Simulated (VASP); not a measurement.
# Ta (Im-3m) in VASP: notebook, part 2 of 2

VASP 6.6.1.

**6. Single point, LDA**

Contents of INCAR:

```
PREC = Accurate ; ENCUT = 520
EDIFF = 1E-6 ; ISMEAR = -1
SIGMA = 0.1 ; LREAL = F
LASPH = T ; NELM = 80
ALGO = Normal ; ISIF = 2
LWAVE = F ; LCHARG = F
GGA = CA ; NBANDS = 12
```

Contents of KPOINTS:

```
Automatic mesh
0
Gamma
  11 11 11
```

Contents of POSCAR:

```
Ta
1.0
   -1.6276710318      1.6276710318      1.6276710318
    1.6276710318     -1.6276710318      1.6276710318
    1.6276710318      1.6276710318     -1.6276710318
Ta
1
Direct
    0.0000000000      0.0000000000      0.0000000000
```

Potentials or basis: VASP PAW LDA potentials, release 64 (Ta_pv).

Run with:

```sh
$ cat potpaw_LDA.64/Ta_pv/POTCAR > POTCAR
$ mpirun -np 1 vasp_std > vasp.out
```

OUTCAR:

```text
PREC = Accurate
   ENCUT = 520
   EDIFF = 1E-6
   ISMEAR = -1
   LREAL = F
   LASPH = T
   NELM = 80
   ISIF = 2
   GGA = CA

 ion  position               nearest neighbor table
   1  0.000  0.000  0.000-

  LATTYP: Found a body centered cubic cell.
 ALAT       =     3.2553420636

  Lattice vectors:

 A1 = (  -1.6276710318,   1.6276710318,   1.6276710318)
 A2 = (   1.6276710318,  -1.6276710318,   1.6276710318)
 A3 = (   1.6276710318,   1.6276710318,  -1.6276710318)

Analysis of symmetry for initial positions (statically):
=====================================================================
 Subroutine PRICEL returns:
 Original cell was already a primitive cell.

 Routine SETGRP: Setting up the symmetry group for a
 body centered cubic supercell.

 Subroutine GETGRP returns: Found 48 space group operations
 (whereof 48 operations were pure point group operations)
 out of a pool of 48 trial point group operations.

The static configuration has the point symmetry O_h .

Analysis of symmetry for dynamics (positions and initial velocities):
=====================================================================
 Subroutine PRICEL returns:
[... 160 lines left out ...]
 Fermi energy:         5.7697018623

 k-point     1 :       0.0000    0.0000    0.0000
  band No.  band energies     occupation
      1     -26.9643      2.00000
      2     -26.9643      2.00000
      3     -26.9643      2.00000
      4      -2.2393      2.00000
      5       6.4321      0.00265
      6       6.4321      0.00265
      7       6.4321      0.00265
      8       9.8467      0.00000
      9       9.8467      0.00000
     10      19.5978      0.00000
     11      21.0410      0.00000
     12      21.0410      0.00000
[... 331 lines left out ...]
 k-point    24 :       0.3636    0.1818    0.0909
  band No.  band energies     occupation
      1     -28.1016      2.00000
      2     -27.5923      2.00000
      3     -27.1931      2.00000
      4       2.8295      2.00000
      5       4.0755      2.00000
      6       5.9546      0.27191
      7      10.3230      0.00000
      8      10.9245      0.00000
      9      15.3772      0.00000
     10      16.4198      0.00000
     11      19.6042      0.00000
     12      19.6637      0.00000

 [... further k-points ...]
[... 5 lines left out ...]
  --------------------------------------------------------------------------------------
  -------------------------------------------------------------------------------------
  Total        0.0580277      0.0580277      0.0580277      0.0000000      0.0000000      0.0000000
  in kB        5.3899644      5.3899644      5.3899644      0.0000000      0.0000000      0.0000000
  external PRESSURE =       5.3899644 kB  Pullay stress =       0.0000000 kB

 VOLUME and BASIS-vectors are now :
 -----------------------------------------------------------------------------
  energy-cutoff  :      520.00
  volume of cell :       17.25
      direct lattice vectors                 reciprocal lattice vectors
    -1.627671032  1.627671032  1.627671032     0.000000000  0.307187380  0.307187380
     1.627671032 -1.627671032  1.627671032     0.307187380  0.000000000  0.307187380
     1.627671032  1.627671032 -1.627671032     0.307187380  0.307187380  0.000000000

 POSITION                                       TOTAL-FORCE (eV/Angst)
 -----------------------------------------------------------------------------------
      0.00000      0.00000      0.00000        -0.000000     -0.000000     -0.000000
 -----------------------------------------------------------------------------------
    total drift:                               -0.000000      0.000000      0.000000

  FREE ENERGIE OF THE ION-ELECTRON SYSTEM (eV)
  ---------------------------------------------------
  free  energy   TOTEN  =       -12.8520945452 eV

  energy  without entropy=      -12.8138526731  energy(sigma->0) =      -12.83297361
```

OSZICAR:

```text
N       E                     dE             d eps       ncg     rms          rms(c)
DAV:   1     0.601094048943E+02    0.60109E+02   -0.61476E+03  1352   0.869E+02
DAV:   2    -0.122350909753E+02   -0.72344E+02   -0.70478E+02  1548   0.244E+02
DAV:   3    -0.133127772263E+02   -0.10777E+01   -0.10617E+01  1544   0.275E+01
DAV:   4    -0.133154380361E+02   -0.26608E-02   -0.26607E-02  1544   0.153E+00
DAV:   5    -0.133154459007E+02   -0.78647E-05   -0.78643E-05  1544   0.793E-02    0.145E+01
DAV:   6    -0.129629650585E+02    0.35248E+00   -0.27567E-01  1544   0.540E+00    0.704E+00
DAV:   7    -0.128543181973E+02    0.10865E+00   -0.22931E-01  1516   0.459E+00    0.348E-01
DAV:   8    -0.128521429082E+02    0.21753E-02   -0.37013E-03  1432   0.694E-01    0.111E-01
DAV:   9    -0.128520951669E+02    0.47741E-04   -0.11053E-04  1548   0.111E-01    0.251E-02
DAV:  10    -0.128520945452E+02    0.62170E-06   -0.47499E-06  1456   0.224E-02
   1 F= -.12852095E+02 E0= -.12832974E+02  d E =-.382419E-01
```

stdout:

```text
POSCAR found type information on POSCAR Ta
 POSCAR found :  1 types and       1 ions
 scaLAPACK will be used
 LDA part: xc-table for (Slater(with rela. corr.)+CA(PZ))
 , standard interpolation
 POSCAR, INCAR and KPOINTS ok, starting setup
 FFT: planning ... GRIDC
 FFT: planning ... GRID_SOFT
 FFT: planning ... GRID
 WAVECAR not read
 entering main loop
```

Run time: 8.7 s. Hardware: 1 thread of Intel Xeon 8259CL, shared host; peak memory 0.13 GiB.

Results:

- Free energy: -12.8521 eV
- Pressure: 0.5 GPa

Levels at points of the mesh, in eV from the Fermi level:
```
           k point  band 2  band 3  band 4  band 5  band 6  band 7  band 8  band 9
(0.00, 0.00, 0.00)  -32.73  -32.73   -8.01    0.66    0.66    0.66    4.08    4.08
```

Caveat: spin-orbit coupling is left out, which moves the levels of the heavy elements.

**7. Summary**

```csv
k mesh,gap on the mesh (eV),pressure (GPa)
4 × 4 × 4,none,2.2
5 × 5 × 5,none,0.6
7 × 7 × 7,none,1.9
8 × 8 × 8,none,-0.6
11 × 11 × 11,none,0.5
```

Alike in all rows: task single point; level LDA; potentials or basis VASP PAW LDA potentials, release 64 (Ta_pv); no spin polarisation; cell as given; cutoff (eV) 520; smearing fermi-dirac 0.1 eV.

Caveats: some runs use coarse meshes; spin-orbit coupling is left out, which moves the levels of the heavy elements.

Total energies depend on the potentials used, so only differences within one code and one set of settings carry meaning.
